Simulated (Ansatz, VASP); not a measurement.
## CuO: VASP beside Ansatz

The input INCAR:

```
PREC     = Accurate       # precision mode
ENCUT    = 520            # plane-wave cutoff, eV
EDIFF    = 1E-6           # SCF threshold, eV
ISMEAR   = 0              # smearing method
SIGMA    = 0.1            # smearing width, eV
LREAL    = F              # projectors in reciprocal space
LASPH    = T              # aspherical terms in the spheres
NELM     = 100            # most SCF steps
ALGO     = Normal         # electronic algorithm
ISIF     = 2              # what is computed and relaxed
LWAVE    = F              # write WAVECAR
LCHARG   = F              # write CHGCAR
GGA      = PS             # functional
NBANDS   = 25             # bands
```

Contents of KPOINTS:

```
regular mesh
0
Gamma
  1 1 1
```

POSCAR

```
CuO
1.0
    2.8795009639      0.0000000000      0.0000000000
    0.0390727580      2.8792794796      0.0000000000
    0.0174953863      0.0172449008      5.1763391994
Cu O
2 2
Direct
    0.5000000000      0.0000000000      0.5000000000
    0.0000000000      0.5000000000      0.0000000000
    0.0015760300      0.9983282200      0.2501129000
    0.9984239700      0.0016717800      0.7498871000
```

Input for Ansatz:

```yaml
crystal:
  lattice:
    - [2.8795009639, 0.0, 0.0]
    - [0.039072758, 2.8792794796, 0.0]
    - [0.0174953863, 0.0172449008, 5.1763391994]
  atoms:
    - { symbol: Cu, position: [0.5, 0.0, 0.5] }
    - { symbol: Cu, position: [0.0, 0.5, 0.0] }
    - { symbol: O, position: [0.00157603, 0.99832822, 0.2501129] }
    - { symbol: O, position: [0.99842397, 0.00167178, 0.7498871] }
basis:
  ecutwfc: 420
kpoints:
  mp_grid: { grid: [1, 1, 1] }
hamiltonian:
  xc: pbesol
scf:
  occupations: { method: gaussian, width: 0.1 }
output:
  forces: true
  stress: true
  eigenvalues: true
```

Alike in both runs: task single point; functional PBEsol; k mesh 1 × 1 × 1; occupations gaussian, width 0.1 eV; no spin polarisation.

```csv
,VASP,Ansatz
version,VASP 6.6.1,Ansatz 0.2.0
potentials or method,"VASP PAW PBE potentials, release 64 (Cu, O), cutoff 520 eV","scalar-relativistic, plane waves, PAW"
valence electrons in the cell,34,50
```

```tsv
	VASP	Ansatz	Ansatz less VASP
gap on the k mesh at the Fermi level (eV)	0.01	0.01	0.000
least direct gap on the mesh (eV)	0.01	0.01	0.000
pressure (GPa)	-2.4	-2.5	-0.07
traceless stress, the component that is largest in VASP (GPa)	20.82	20.04	-0.778
rms of the force components (eV/Å)	0.009	0.010	+0.0011
```

VASP's potentials were made for PBE, not for PBEsol. Atom by atom the forces differ by 0.003 eV/Å (rms over components). VASP's potentials hold 34 valence electrons a cell and Ansatz's 50, so a difference there can come from the potentials and not from the codes.

The k mesh is coarse, so the values compare programs but aren't converged.
